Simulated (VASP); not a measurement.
# V: single point with PBE

V:

```
CELL_PARAMETERS angstrom
0.00000 1.93290 1.89500
1.93290 0.00000 1.89500
1.93290 1.93290 0.00000
ATOMIC_POSITIONS crystal
V 0.00000 0.00000 0.00000
```

This cell differs from its parent crystal: x and y stretched by +2 %, z held.

* Program: VASP 6.6.1
* Task: single point
* Functional: PBE
* Potentials or basis: VASP PAW PBE potentials, release 64 (V_sv)
* Cutoff: 520 eV
* k mesh: 15 × 15 × 15
* Occupations: fermi-dirac, width 0.08 eV
* Spin: collinear spin, ferromagnetic start
* Starting moments: [1.5] μB
* Dipole correction: no
* Further INCAR settings: ALGO = Normal; EDIFF = 1e-06; NBANDS = 16

- Pressure: -2.9 GPa
- Net moment: 0.00 μB per cell
- Valence electrons inside the program's atomic spheres: V 11.56

Stress tensor (GPa, compression positive):
```
-1.31  0.00  0.00
 0.00 -1.31  0.00
 0.00  0.00 -6.15
```

Levels at points of the mesh, in eV from the Fermi level:
Spin up:
```
           k point  band 3  band 4  band 5  band 6  band 7  band 8  band 9  band 10
(0.00, 0.00, 0.00)  -37.47  -37.47   -6.77    0.12    0.12    0.29    1.77     1.95
```
Spin down:
```tsv
k point	band 3	band 4	band 5	band 6	band 7	band 8	band 9	band 10
(0.00, 0.00, 0.00)	-37.47	-37.47	-6.77	0.12	0.12	0.29	1.77	1.96
```

Run time: 60 s on 1 thread of AMD EPYC 9R45 96-Core Processor (Zen 5), on a shared host, peak memory 0.17 GiB.

Caveat: the cell differs from its parent crystal (x and y stretched by +2 %, z held).
